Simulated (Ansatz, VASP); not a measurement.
# TiN in VASP and in Ansatz

Contents of INCAR:

```
SYSTEM = TiN
ALGO = Normal
DIPOL = 0.5 0.5 0.413
EDIFF = 1E-6
ENCUT = 520
GGA = PE
IDIPOL = 3
ISIF = 2
ISMEAR = 0
IVDW = 12
LASPH = .TRUE.
LCHARG = .FALSE.
LDIPOL = .TRUE.
LREAL = Auto
LWAVE = .FALSE.
NBANDS = 120
NELM = 60
PREC = Accurate
SIGMA = 0.1
```

The input KPOINTS:

```
k-points
0
G
  3 3 1
  0 0 0
```

File POSCAR:

```
TiN
1.0
    5.9476498271      0.0000000000      0.0000000000
    0.0000000000      5.9476498271      0.0000000000
    0.0000000000      0.0000000000     24.4856235249
Ti N
12 12
Direct
    0.2500000000      0.2500000000      0.3267223313
    0.2500000000      0.7500000000      0.3267223313
    0.7500000000      0.2500000000      0.3267223313
    0.7500000000      0.7500000000      0.3267223313
    0.5007205966      0.5007099322      0.4118256292
    0.5002157464     -0.0000139200      0.4122487325
   -0.0000235945      0.5002087953      0.4122478310
   -0.0010246649     -0.0010155829      0.4117669445
    0.7528444057      0.7528429954      0.5099392157
    0.7484200629      0.2534088198      0.5121636361
    0.2534157952      0.7484256516      0.5121689752
    0.2485666975      0.2485635288      0.4928987781
    0.5000000000      0.5000000000      0.3267223313
    0.5000000000      0.0000000000      0.3267223313
    0.0000000000      0.5000000000      0.3267223313
    0.0000000000      0.0000000000      0.3267223313
    0.7492442465      0.7492457704      0.4096334732
    0.7496831455      0.2504716303      0.4095695101
    0.2504731739      0.7496817444      0.4095630560
    0.2499209543      0.2499207578      0.4105640894
    0.0004349698      0.0004257008      0.4952224123
    0.0026667918      0.4988370032      0.4965179069
    0.4988289494      0.0026570353      0.4965173034
    0.5000046358      0.5000123399      0.5001096966
```

Input for Ansatz:

```yaml
crystal:
  lattice:
    - [5.9476498271, 0.0, 0.0]
    - [0.0, 5.9476498271, 0.0]
    - [0.0, 0.0, 24.4856235249]
  atoms:
    - { symbol: Ti, position: [0.25, 0.25, 0.3267223313] }
    - { symbol: Ti, position: [0.25, 0.75, 0.3267223313] }
    - { symbol: Ti, position: [0.75, 0.25, 0.3267223313] }
    - { symbol: Ti, position: [0.75, 0.75, 0.3267223313] }
    - { symbol: "N", position: [0.5, 0.5, 0.3267223313] }
    - { symbol: "N", position: [0.5, 0.0, 0.3267223313] }
    - { symbol: "N", position: [0.0, 0.5, 0.3267223313] }
    - { symbol: "N", position: [0.0, 0.0, 0.3267223313] }
    - { symbol: Ti, position: [0.5007205966, 0.5007099322, 0.4118256292] }
    - { symbol: Ti, position: [0.5002157464, -1.392e-05, 0.4122487325] }
    - { symbol: Ti, position: [-2.35945e-05, 0.5002087953, 0.412247831] }
    - { symbol: Ti, position: [-0.0010246649, -0.0010155829, 0.4117669445] }
    - { symbol: "N", position: [0.7492442465, 0.7492457704, 0.4096334732] }
    - { symbol: "N", position: [0.7496831455, 0.2504716303, 0.4095695101] }
    - { symbol: "N", position: [0.2504731739, 0.7496817444, 0.409563056] }
    - { symbol: "N", position: [0.2499209543, 0.2499207578, 0.4105640894] }
    - { symbol: Ti, position: [0.7528444057, 0.7528429954, 0.5099392157] }
    - { symbol: Ti, position: [0.7484200629, 0.2534088198, 0.5121636361] }
    - { symbol: Ti, position: [0.2534157952, 0.7484256516, 0.5121689752] }
    - { symbol: Ti, position: [0.2485666975, 0.2485635288, 0.4928987781] }
    - { symbol: "N", position: [0.0004349698, 0.0004257008, 0.4952224123] }
    - { symbol: "N", position: [0.0026667918, 0.4988370032, 0.4965179069] }
    - { symbol: "N", position: [0.4988289494, 0.0026570353, 0.4965173034] }
    - { symbol: "N", position: [0.5000046358, 0.5000123399, 0.5001096966] }
basis:
  ecutwfc: 420
kpoints:
  mp_grid: { grid: [3, 3, 1] }
hamiltonian:
  xc: pbe
  dispersion: d3bj
scf:
  occupations: { method: gaussian, width: 0.1 }
output:
  forces: true
  eigenvalues: true
  write_density: true
  volumetric_format: npy
efield:
  axis: 3
  dipole_correction: true
  ramp_width: 0.04
```

Alike in both runs: task single point; functional PBE; dispersion D3(BJ); k mesh 3 × 3 × 1; occupations gaussian, width 0.1 eV; no spin polarisation.

|  | VASP | Ansatz |
| --- | --- | --- |
| version | VASP 6.6.1 | Ansatz 0.2.0 |
| potentials or method | VASP PAW PBE potentials, release 64 (Ti_sv, N), cutoff 520 eV | scalar-relativistic, plane waves, PAW |
| valence electrons in the cell | 204 | 204 |

```csv
,VASP,Ansatz,Ansatz less VASP
gap on the k mesh at the Fermi level (eV),0.13,0.13,-0.002
least direct gap on the mesh (eV),0.15,0.15,-0.002
rms of the force components (eV/Å),0.860,0.862,+0.0011
```

Ansatz's warnings: structure snapped to symmetry.
